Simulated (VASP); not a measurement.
# Be (Pm-3m) in VASP: further runs

The runs below take Be through single point, with BLYP.

All numbers are computed with VASP 6.6.1; they aren't measurements. Logs are shortened: lines on timing, memory, paths and dates and some standing lists are left out, and cuts for length are marked.

**1. The cell of the first run**

It takes space group Pm-3m (No. 221, cubic). Conventional cell: a = 2.161 Å, b = 2.161 Å, c = 2.161 Å, α = 90.00°, β = 90.00°, γ = 90.00°. Be (site symmetry m-3m) has 6 Be at 2.16 Å within 2.9 Å.

**2. Single point, BLYP (volume scaled by 0.96)**

File INCAR:

```
PREC     = Accurate       # precision mode
ENCUT    = 520            # plane-wave cutoff, eV
EDIFF    = 1E-6           # SCF threshold, eV
ISMEAR   = -1             # smearing method
SIGMA    = 0.1            # smearing width, eV
LREAL    = False          # projectors in reciprocal space
LASPH    = True           # aspherical terms in the spheres
NELM     = 60             # most SCF steps
ALGO     = Normal         # electronic algorithm
ISIF     = 2              # what is computed and relaxed
LWAVE    = False          # write WAVECAR
LCHARG   = False          # write CHGCAR
GGA      = B5             # functional
ALDAX    = 1.0          
AGGAX    = 1.0          
AGGAC    = 1.0          
ALDAC    = 0.0          
NBANDS   = 7              # bands
```

File KPOINTS:

```
Automatic mesh
0
Gamma
  16 16 16
```

File POSCAR:

```
Be
1.0
    2.1610861437      0.0000000000      0.0000000000
    0.0000000000      2.1610861437      0.0000000000
    0.0000000000      0.0000000000      2.1610861437
Be
1
Direct
    0.0000000000      0.0000000000      0.0000000000
```

Potentials or basis: VASP PAW PBE potentials, release 64 (Be).

The run is started by

```
cat potpaw_PBE.64/Be/POTCAR > POTCAR
mpirun -np 1 vasp_std > vasp.out
```

OUTCAR:

```text
PREC = Accurate
   ENCUT = 520
   EDIFF = 1E-6
   ISMEAR = -1
   LREAL = False
   LASPH = True
   NELM = 60
   ISIF = 2
   GGA = B5

 ion  position               nearest neighbor table
   1  0.000  0.000  0.000-

  LATTYP: Found a simple cubic cell.
 ALAT       =     2.1610861437

  Lattice vectors:

 A1 = (   2.1610861437,   0.0000000000,   0.0000000000)
 A2 = (   0.0000000000,   2.1610861437,   0.0000000000)
 A3 = (   0.0000000000,   0.0000000000,   2.1610861437)

Analysis of symmetry for initial positions (statically):
=====================================================================
 Subroutine PRICEL returns:
 Original cell was already a primitive cell.

 Routine SETGRP: Setting up the symmetry group for a
 simple cubic supercell.

 Subroutine GETGRP returns: Found 48 space group operations
 (whereof 48 operations were pure point group operations)
 out of a pool of 48 trial point group operations.

The static configuration has the point symmetry O_h .

Analysis of symmetry for dynamics (positions and initial velocities):
=====================================================================
 Subroutine PRICEL returns:
 Original cell was already a primitive cell.

 Routine SETGRP: Setting up the symmetry group for a
 simple cubic supercell.

 Subroutine GETGRP returns: Found 48 space group operations
 (whereof 48 operations were pure point group operations)
 out of a pool of 48 trial point group operations.

The dynamic configuration has the point symmetry O_h .

 Subroutine INISYM returns: Found 48 space group operations
 (whereof 48 operations are pure point group operations),
 and found     1 'primitive' translations

----------------------------------------------------------------------------------------

                                     Primitive cell

  volume of cell :      10.0929

  direct lattice vectors                    reciprocal lattice vectors
     2.161086144  0.000000000  0.000000000     0.462730282  0.000000000  0.000000000
     0.000000000  2.161086144  0.000000000     0.000000000  0.462730282  0.000000000
     0.000000000  0.000000000  2.161086144     0.000000000  0.000000000  0.462730282

  length of vectors
     2.161086144  2.161086144  2.161086144     0.462730282  0.462730282  0.462730282

  position of ions in fractional coordinates (direct lattice)
     0.000000000  0.000000000  0.000000000

  ion indices of the primitive-cell ions
   primitive index   ion index
                 1           1

----------------------------------------------------------------------------------------

 KPOINTS: Automatic mesh

Automatic generation of k-mesh.
 Grid dimensions read from file:
 generate k-points for:   16   16   16

 Generating k-lattice:

  Cartesian coordinates                     Fractional coordinates (reciprocal lattice)
     0.028920643  0.000000000  0.000000000     0.062500000  0.000000000  0.000000000
     0.000000000  0.028920643  0.000000000     0.000000000  0.062500000  0.000000000
     0.000000000  0.000000000  0.028920643     0.000000000  0.000000000  0.062500000

  Length of vectors
     0.028920643  0.028920643  0.028920643

  Shift w.r.t. Gamma in fractional coordinates (k-lattice)
     0.000000000  0.000000000  0.000000000

 Subroutine IBZKPT returns following result:
 ===========================================

 Found    165 irreducible k-points:

 Following reciprocal coordinates:
            Coordinates               Weight
  0.000000  0.000000  0.000000      1.000000
  0.062500  0.000000  0.000000      6.000000
  0.125000  0.000000  0.000000      6.000000
  0.187500  0.000000  0.000000      6.000000
  0.250000  0.000000  0.000000      6.000000
  0.312500  0.000000  0.000000      6.000000
[... 16 lines left out ...]
  0.437500  0.125000  0.000000     24.000000
  0.500000  0.125000  0.000000     12.000000
 [... further k-points ...]
   k-points           NKPTS =    165   k-points in BZ     NKDIM =    165   number of bands    NBANDS=      7
   number of dos      NEDOS =    301   number of ions     NIONS =      1
   total plane-waves  NPLWV =   4096
   dimension x,y,z NGX =    16 NGY =   16 NGZ =   16
   dimension x,y,z NGXF=    32 NGYF=   32 NGZF=   32
   ions per type =               1
   NGX,Y,Z   is equivalent  to a cutoff of  12.31, 12.31, 12.31 a.u.
   NGXF,Y,Z  is equivalent  to a cutoff of  24.62, 24.62, 24.62 a.u.
 SYSTEM =  unknown system
   PREC   = accura    normal or accurate (medium, high low for compatibility)
   ISTART =      0    job   : 0-new  1-cont  2-samecut
   ICHARG =      2    charge: 1-file 2-atom 10-const
   ISPIN  =      1    spin polarized calculation?
   LNONCOLLINEAR =      F non collinear calculations
   LSORBIT =      F    spin-orbit coupling
   LASPH  =      T    aspherical Exc in radial PAW
   ENCUT  =  520.0 eV  38.22 Ry    6.18 a.u.   4.02  4.02  4.02*2*pi/ulx,y,z
   NELM   =     60;   NELMIN=  2; NELMDL= -5     # of ELM steps
   EDIFF  = 0.1E-05   stopping-criterion for ELM
   LREAL  =      F    real-space projection
   EDIFFG = 0.1E-04   stopping-criterion for IOM
   NSW    =      0    number of steps for IOM
   IBRION =     -1    ionic relax: 0-MD 1-quasi-New 2-CG
   NFREE  =      0    steps in history (QN), initial steepest desc. (CG)
   ISIF   =      2    stress and relaxation
   ISYM   =      2    0-nonsym 1-usesym 2-fastsym
   POTIM  = 0.5000    time-step for ionic-motion
   TEBEG  =    0.0;   TEEND  =   0.0 temperature during run
   PSTRESS=    0.0 pullay stress
   NELECT =       2.0000    total number of electrons
   NUPDOWN=      -1.0000    fix difference up-down
   EMIN   =  10.00;   EMAX   =-10.00  energy-range for DOS
   EFERMI =   0.00;   METHOD = LEGACY
   ISMEAR =    -1;   SIGMA  =   0.10  broadening in eV -4-tet -1-fermi 0-gaus
   EFERMI_NEDOS =   21; number of points for ismear=-14 and -15
   IALGO  =     38    algorithm
   IMIX   =      4    mixing-type and parameters
     AMIX     =   0.40;   BMIX     =  1.00
     AMIX_MAG =   1.60;   BMIX_MAG =  1.00
  volume/ion in A,a.u.               =      10.09        68.11
  Fermi-wavevector in a.u.,A,eV,Ry     =   0.954434  1.803619 12.394159  0.910945
  Thomas-Fermi vector in A             =   2.083181
   LORBIT       =      0    0 simple, 1 ext, 2 COOP (PROOUT), +10 PAW based schemes
   GGA     = B5    functional components
   LHFCALC =     F    Hartree Fock is set to
   AEXX    =    0.0000 exact exchange contribution
   IVDW    =     0    specifies the selected vdW correction
   LEPSILON=     F    determine dielectric tensor
   LRPA    =     F    only Hartree local field effects (RPA)
 non-spin polarized calculation
  energy-cutoff  :      520.00
  volume of cell :       10.09
 maximum number of plane-waves:       286
   NGX =  9   NGY =  9   NGZ =  9

 number of electron       2.0000000 magnetization

 Free energy of the ion-electron system (eV)
  ---------------------------------------------------
  ext. energy  EPLUGINS =         0.00000000
  ---------------------------------------------------
  free energy    TOTEN  =        -2.15673364 eV

  energy without entropy =       -2.14401149  energy(sigma->0) =       -2.15037257

 E-fermi :   5.2681     XC(G=0):  -9.2400

 val. band max:        5.2432815313   @ k =   0.4375   0.1875   0.1250
 cond. band min:       5.2706999048   @ k =   0.5000   0.3125   0.1250
 fundamental gap:      0.0274183736
 Fermi energy:         5.2681498093

 k-point     1 :       0.0000    0.0000    0.0000
  band No.  band energies     occupation
      1      -4.3486      2.00000
      2      18.8087      0.00000
      3      18.8087      0.00000
      4      18.8087      0.00000
      5      24.7566      0.00000
      6      24.7566      0.00000
      7      33.8762      0.00000

 k-point     2 :       0.0625    0.0000    0.0000
  band No.  band energies     occupation
      1      -4.2519      2.00000
      2      17.5047      0.00000
      3      18.9043      0.00000
      4      18.9043      0.00000
      5      24.8760      0.00000
      6      26.2003      0.00000
      7      33.7827      0.00000

 k-point     3 :       0.1250    0.0000    0.0000
  band No.  band energies     occupation
      1      -3.9621      2.00000
      2      15.0936      0.00000
      3      19.1870      0.00000
      4      19.1870      0.00000
      5      25.2333      0.00000
      6      28.9483      0.00000
      7      33.5864      0.00000

 k-point     4 :       0.1875    0.0000    0.0000
  band No.  band energies     occupation
      1      -3.4812      2.00000
      2      12.5805      0.00000
      3      19.6428      0.00000
      4      19.6428      0.00000
      5      25.8242      0.00000
      6      31.3269      0.00000
      7      33.9452      0.00000

 k-point     5 :       0.2500    0.0000    0.0000
  band No.  band energies     occupation
      1      -2.8132      2.00000
      2      10.1839      0.00000
      3      20.2431      0.00000
      4      20.2431      0.00000
      5      26.6393      0.00000
      6      31.6441      0.00000
      7      36.2580      0.00000
[... 161 lines left out ...]
 k-point    22 :       0.3750    0.1250    0.0000
  band No.  band energies     occupation
      1      -0.5611      2.00000
      2       6.2557      0.00010
      3      18.9076      0.00000
      4      21.9759      0.00000
      5      27.3733      0.00000
      6      31.5126      0.00000
      7      35.6567      0.00000

 k-point    23 :       0.4375    0.1250    0.0000
  band No.  band energies     occupation
      1       0.5099      2.00000
      2       4.6156      1.99707
      3      19.6678      0.00000
      4      22.5080      0.00000
      5      26.2514      0.00000
      6      32.5388      0.00000
      7      34.5744      0.00000

 k-point    24 :       0.5000    0.1250    0.0000
  band No.  band energies     occupation
      1       1.1489      2.00000
      2       3.7860      2.00000
      3      20.0019      0.00000
      4      22.7146      0.00000
      5      25.7907      0.00000
      6      33.5537      0.00000
      7      33.5677      0.00000

 [... further k-points ...]

------------------------ aborting loop because EDIFF is reached ----------------------------------------

  FORCE on cell =-STRESS in cart. coord.  units (eV):
  Direction    XX          YY          ZZ          XY          YZ          ZX
  --------------------------------------------------------------------------------------
  -------------------------------------------------------------------------------------
  Total        0.2034248      0.2034248      0.2034248      0.0000000      0.0000000     -0.0000000
  in kB       32.2922484     32.2922484     32.2922484      0.0000000      0.0000000     -0.0000000
  external PRESSURE =      32.2922484 kB  Pullay stress =       0.0000000 kB

 VOLUME and BASIS-vectors are now :
 -----------------------------------------------------------------------------
  energy-cutoff  :      520.00
  volume of cell :       10.09
      direct lattice vectors                 reciprocal lattice vectors
     2.161086144  0.000000000  0.000000000     0.462730282  0.000000000  0.000000000
     0.000000000  2.161086144  0.000000000     0.000000000  0.462730282  0.000000000
     0.000000000  0.000000000  2.161086144     0.000000000  0.000000000  0.462730282

 POSITION                                       TOTAL-FORCE (eV/Angst)
 -----------------------------------------------------------------------------------
      0.00000      0.00000      0.00000         0.000000      0.000000      0.000000
 -----------------------------------------------------------------------------------
    total drift:                                0.000000     -0.000000     -0.000000

  FREE ENERGIE OF THE ION-ELECTRON SYSTEM (eV)
  ---------------------------------------------------
  free  energy   TOTEN  =        -2.1567336351 eV

  energy  without entropy=       -2.1440114950  energy(sigma->0) =       -2.15037257
```

It took 9.6 s on 1 thread of Intel Xeon 8259CL, shared host; peak memory 0.12 GiB.

Results:

* Free energy: -2.1567 eV
* Pressure: 3.2 GPa
* Band gap on the k mesh: zero (band 1 reaches 10.53 eV, above the bottom of band 2 at 3.54 eV)

Caveat: the cell differs from its parent crystal (volume scaled by 0.96); the PAW data sets were made with another functional, which shifts forces and pressure a little.

**3. Single point, BLYP**

This run uses another cell than the first one, of 10.51 Å³/atom, 1.042 times its volume.

File INCAR:

```
PREC = Accurate ; ENCUT = 520
EDIFF = 1E-6 ; ISMEAR = -1
SIGMA = 0.1 ; LREAL = False
LASPH = True ; NELM = 60
ALGO = Normal ; ISIF = 2
LWAVE = False ; LCHARG = False
GGA = B5 ; ALDAX = 1.0
AGGAX = 1.0 ; AGGAC = 1.0
ALDAC = 0.0 ; NBANDS = 7
```

File KPOINTS:

```
regular mesh
0
Gamma
  16 16 16
```

File POSCAR:

```
Be
1.0
    2.1906937427      0.0000000000      0.0000000000
    0.0000000000      2.1906937427      0.0000000000
    0.0000000000      0.0000000000      2.1906937427
Be
1
Direct
    0.0000000000      0.0000000000      0.0000000000
```

Potentials or basis: VASP PAW PBE potentials, release 64 (Be).

The run is started by

```
cat potpaw_PBE.64/Be/POTCAR > POTCAR
mpirun -np 1 vasp_std > vasp.out
```

Run time: 9.9 s. Hardware: 1 thread of Intel Xeon 8259CL, shared host; peak memory 0.11 GiB.

The run converged. Its results:

```
Free energy            : -2.1611 eV
Pressure               : 0.2 GPa
Band gap on the k mesh : zero (band 1 reaches 10.08 eV, above the bottom of band 2 at 3.19 eV)
```

Levels at points of the mesh, in eV from the Fermi level:
| k point | band 1 | band 2 | band 3 | band 4 | band 5 | band 6 |
| --- | --- | --- | --- | --- | --- | --- |
| (0.00, 0.00, 0.00) | -9.38 | 13.15 | 13.15 | 13.15 | 19.06 | 19.06 |
| (0.50, 0.00, 0.00) | -4.38 | -1.77 | 16.58 | 16.58 | 24.57 | 24.65 |
| (0.50, 0.50, 0.00) | 0.67 | 0.67 | 6.84 | 7.09 | 19.41 | 31.99 |
| (0.50, 0.50, 0.50) | 5.12 | 5.12 | 5.12 | 13.38 | 13.38 | 13.38 |

Caveat: the PAW data sets were made with another functional, which shifts forces and pressure a little.

**4. Single point, BLYP (volume scaled by 1.04)**

File INCAR:

```
SYSTEM = Be
PREC = Accurate
ENCUT = 520
EDIFF = 1E-7
ISMEAR = -1
SIGMA = 0.1
LREAL = .False.
LASPH = .True.
NELM = 100
ALGO = Normal
ISIF = 2
LWAVE = .False.
LCHARG = .False.
GGA = B5
ALDAX = 1.0
AGGAX = 1.0
AGGAC = 1.0
ALDAC = 0.0
NBANDS = 7
```

File KPOINTS:

```
Automatic mesh
0
Gamma
  16 16 16
  0 0 0
```

File POSCAR:

```
Be
1.0
    2.2195219663      0.0000000000      0.0000000000
    0.0000000000      2.2195219663      0.0000000000
    0.0000000000      0.0000000000      2.2195219663
Be
1
Direct
    0.0000000000      0.0000000000      0.0000000000
```

The run is started by

```
cat potpaw_PBE.64/Be/POTCAR > POTCAR
mpirun -np 1 vasp_std > vasp.out
```

It took 22 s on 1 thread of Intel Xeon 8259CL, shared host; peak memory 0.12 GiB.

Results (log left out):

- Free energy: -2.1583 eV
- Pressure: -2.3 GPa
- Band gap on the k mesh: zero (band 1 reaches 9.65 eV, above the bottom of band 2 at 2.87 eV)

Levels at points of the mesh, in eV from the Fermi level:
```csv
k point,band 1,band 2,band 3,band 4
"(0.00, 0.00, 0.00)",-9.16,12.78,12.78,12.78
"(0.50, 0.00, 0.00)",-4.20,-1.80,16.08,16.08
"(0.50, 0.50, 0.00)",0.69,0.69,6.50,7.05
"(0.50, 0.50, 0.50)",4.98,4.98,4.98,13.15
```

Caveat: the cell differs from its parent crystal (volume scaled by 1.04); the PAW data sets were made with another functional, which shifts forces and pressure a little.

**5. Overview**

```csv
cell,gap on the mesh (eV),pressure (GPa)
"a = 2.161 Å, 1 atom",none,3.2
"a = 2.191 Å, 1 atom",none,0.2
"a = 2.220 Å, 1 atom",none,-2.3
```

Alike in all rows: task single point; level BLYP; potentials or basis VASP PAW PBE potentials, release 64 (Be); no spin polarisation; k mesh 16 × 16 × 16; cutoff (eV) 520; smearing fermi-dirac 0.1 eV.

Caveats: the PAW data sets were made with another functional, which shifts forces and pressure a little.

Total energies depend on the potentials used, so only differences within one code and one set of settings carry meaning.
